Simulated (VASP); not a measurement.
A run of VASP 6.6.1 is set up as follows.

The input INCAR:

```
PREC = Accurate
ENCUT = 520
EDIFF = 1E-6
ISMEAR = -1
SIGMA = 0.15
LREAL = False
LASPH = True
NELM = 60
ALGO = Fast
ISIF = 2
LWAVE = False
LCHARG = False
GGA = PS
NBANDS = 14
```

File KPOINTS:

```
Automatic mesh
0
Gamma
  16 16 16
```

File POSCAR:

```
Bi
1.0
   -1.9586131438      1.9586131438      1.9586131438
    1.9586131438     -1.9586131438      1.9586131438
    1.9586131438      1.9586131438     -1.9586131438
Bi
1
Direct
    0.0000000000      0.0000000000      0.0000000000
```

Potentials or basis: VASP PAW PBE potentials, release 64 (Bi_d).

Run with:

```sh
$ cat potpaw_PBE.64/Bi_d/POTCAR > POTCAR
$ mpirun -np 1 vasp_std > vasp.out
```

(1) Estimate the pressure.

## Answers

(1) 0.0 GPa.

Caveat: the PAW data sets were made with another functional, which shifts forces and pressure a little.
